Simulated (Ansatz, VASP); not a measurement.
Two plane-wave programs on Al

```
Al
1.0
    -2.83628    0.00000    0.00000
    -1.41814   -2.45629    0.00000
    -1.06361   -0.61407   18.64430
Al
8
Direct
  0.95312 0.95312 0.18750
  0.82812 0.82812 0.68750
  0.13021 0.13021 0.81250
  0.25521 0.25521 0.31250
  0.76562 0.76562 0.93750
  0.89062 0.89062 0.43750
  0.65104 0.65104 0.06250
  0.52604 0.52604 0.56250
```

Alike in both runs: task single point; functional PBEsol; k mesh 19 × 19 × 3; occupations gaussian, width 0.15 eV; no spin polarisation.

|  | VASP | Ansatz |
| --- | --- | --- |
| version | VASP 6.6.1 | Ansatz 0.2.0 |
| potentials or method | VASP PAW PBE potentials, release 64 (Al), cutoff 520 eV | scalar-relativistic, plane waves, PAW |
| valence electrons in the cell | 24 | 24 |

```csv
,VASP,Ansatz,Ansatz less VASP
gap on the k mesh at the Fermi level (eV),none,none,-
pressure (GPa),1.9,1.8,-0.07
"traceless stress, the component that is largest in VASP (GPa)",3.18,3.16,-0.016
rms of the force components (eV/Å),0.527,0.525,-0.0028
```

VASP's potentials were made for PBE, not for PBEsol. Atom by atom the forces differ by 0.003 eV/Å (rms over components). A gap of «none» marks a metal or a gap that the smearing closes.
